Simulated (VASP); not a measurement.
Set up this calculation in VASP 6.6.1, as the native input.

| Item | Value |
| --- | --- |
| Task | single point |
| Functional | LDA |
| Potentials or basis | VASP PAW LDA potentials, release 64 (Li_sv, Mg, B, N) |
| Cutoff | 520 eV |
| k mesh | 12 × 12 × 12 |
| Occupations | gaussian, width 0.05 eV |
| Spin | no spin polarisation |
| Dipole correction | no |
| Further INCAR settings | ALGO = Normal; EDIFF = 1e-06; NBANDS = 17 |

The structure of LiMgBN2 lies in POSCAR:

```
LiMgBN2
1.0
   -1.9358189223      1.9358189223      4.3242237401
    1.9358189223     -1.9358189223      4.3242237401
    1.9358189223      1.9358189223     -4.3242237401
Li Mg B N
1 1 1 2
Direct
    0.2500000000      0.7500000000      0.5000000000
    0.7500000000      0.2500000000      0.5000000000
    0.5000000000      0.5000000000      0.0000000000
    0.6512635000      0.6512635000      0.0000000000
    0.3487365000      0.3487365000      0.0000000000
```

This cell differs from its parent crystal: ratio of the length along z to the lengths across it x 0.96, volume and fractional coordinates fixed.

One way to write it, as run:

INCAR

```
SYSTEM = LiMgBN2
  PREC = Accurate
  ENCUT = 520
  EDIFF = 1E-6
  ISMEAR = 0
  SIGMA = 0.05
  LREAL = .False.
  LASPH = .True.
  NELM = 100
  ALGO = Normal
  ISIF = 2
  LWAVE = .False.
  LCHARG = .False.
  GGA = CA
  NBANDS = 17
```

KPOINTS

```
Automatic mesh
0
Gamma
  12 12 12
  0 0 0
```

Potentials or basis: VASP PAW LDA potentials, release 64 (Li_sv, Mg, B, N).

The run is started by

```bash
$ cat potpaw_LDA.64/Li_sv/POTCAR potpaw_LDA.64/Mg/POTCAR potpaw_LDA.64/B/POTCAR potpaw_LDA.64/N/POTCAR > POTCAR
$ mpirun -np 1 vasp_std > vasp.out
```

It gave:

```yaml
Largest_force: 1.987 eV/Å
Band_gap_on_the_k_mesh: 2.35 eV (least direct gap 3.15 eV)
```

Caveat: forces of over 1 eV/Å act on the atoms, so gaps and moduli don't describe the material at rest.

It took 5.4 min on 1 thread of Oxide Virtual Turin-like Processor, on a shared host, peak memory 0.3 GiB.
